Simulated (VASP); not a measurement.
Runs of VASP 6.6.1 on GdO. The structure is that of space group F-43m (No. 216), or close to it. The cells are those of the table. 

| cell | k mesh | gap on the mesh (eV) | pressure (GPa) | moment (μB) |
| --- | --- | --- | --- | --- |
| a = 3.740 Å, angles 60.0°, 2 atoms | 8 × 8 × 8 | none | 6.9 | 7.94 |
| a = 3.766 Å, angles 60.0°, 2 atoms | 8 × 8 × 8 | none | 4.4 | 7.94 |
| a = 3.841 Å, angles 60.0°, 2 atoms | 8 × 8 × 8 | none | (b) | 7.94 |
| a = 3.816 Å, angles 60.0°, 2 atoms | 8 × 8 × 8 | none | 0.0 | 7.94 |
| a = 3.822 Å, angles 60.0°, 2 atoms | 6 × 6 × 6 | none | (a) | 7.92 |
| a = 3.831 Å, angles 60.0°, 2 atoms | 6 × 6 × 6 | none | -1.0 | 7.92 |

Alike in all rows: task single point; level PBE+U; potentials or basis VASP PAW PBE potentials, release 64 (Gd, O); spin collinear, ferromagnetic start; Gd f U = 6.0 eV; cutoff (eV) 520; smearing gaussian 0.05 eV.

Q: Estimate the missing entries.

A: (a) -0.3; (b) -1.9.

Caveats: spin-orbit coupling is left out, which moves the levels of the heavy elements; a cell with one magnetic atom can't hold antiferromagnetic order, which such compounds often take; the cell stands under pressure (at least some runs).

A k mesh can miss the band edges, and the runs leave out spin-orbit coupling on Gd.

A gap of «none» marks levels without a gap at the run's occupations.
